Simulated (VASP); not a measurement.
BeS:

```
Be S
1.0
     3.32099    0.00000    0.00000
    -1.66049    2.87606    0.00000
     0.00000    0.00000    4.15101
Be S
2 2
Cartesian
  0.0000 1.9174 1.0378
  1.6605 0.9587 3.1133
  1.6605 0.9587 1.0378
  0.0000 1.9174 3.1133
```

```yaml
Program: VASP 6.6.1
Task: relaxation of cell and atoms
Functional: PBE
Potentials_or_basis: VASP PAW PBE potentials, release 64 (Be, S)
Cutoff: 600 eV
k_mesh: 12 × 12 × 6
Occupations: fermi-dirac, width 0.02 eV
Spin: no spin polarisation
```

At the start: pressure 71.3 GPa; volume 9.91 Å³/atom.

Q: How do energy, volume and symmetry change on relaxing?

A: Over 18 steps the energy falls by 949.4 meV/atom and the volume is 17.72 Å³/atom (+78.8 %); space group P6_3/mmc (No. 194, to 0.05 Å).

Step by step:
```
step  energy change (eV)  largest force (eV/Å)  pressure (GPa)  volume (Å³)
   1              0.0000                0.0000           71.29        39.65
   2             -2.7826                0.0000          -12.19        70.54
   3             -3.2508                0.0000           -0.42        58.23
   4             -3.2520                0.0000           -1.73        59.12
   5             -3.2524                0.0000           -1.09        58.68
   6             -3.4103                0.0000            0.56        58.13
   7             -3.4805                0.0000           11.05        56.01
   8             -3.5363                0.0000            5.76        56.95
   9             -3.6464                0.0000            2.73        59.97
  10             -3.7403                0.0000           -0.77        65.32
  11             -3.7262                0.0000           -4.38        76.25
  12             -3.7592                0.0000           -2.84        70.43
  13             -3.7954                0.0000            0.26        71.97
  14             -3.7971                0.0000           -0.30        71.74
  15             -3.7970                0.0000           -0.36        71.71
  16             -3.7976                0.0000           -0.15        71.18
  17             -3.7977                0.0000           -0.06        70.93
  18             -3.7977                0.0000           -0.03        70.89
```

Final structure:
```yaml
crystal:
  lattice:
    - [3.47228, 0.00000, 0.00000]
    - [-1.73614, 3.00709, 0.00000]
    - [0.00000, 0.00000, 6.78881]
  atoms:
    - { symbol: Be, position: [0.33333, 0.66667, 0.25000] }
    - { symbol: Be, position: [0.66667, 0.33333, 0.75000] }
    - { symbol: S, position: [0.66667, 0.33333, 0.25000] }
    - { symbol: S, position: [0.33333, 0.66667, 0.75000] }
```

Caveat: the volume moved by over 15 % at a fixed basis, so the end points are rough.
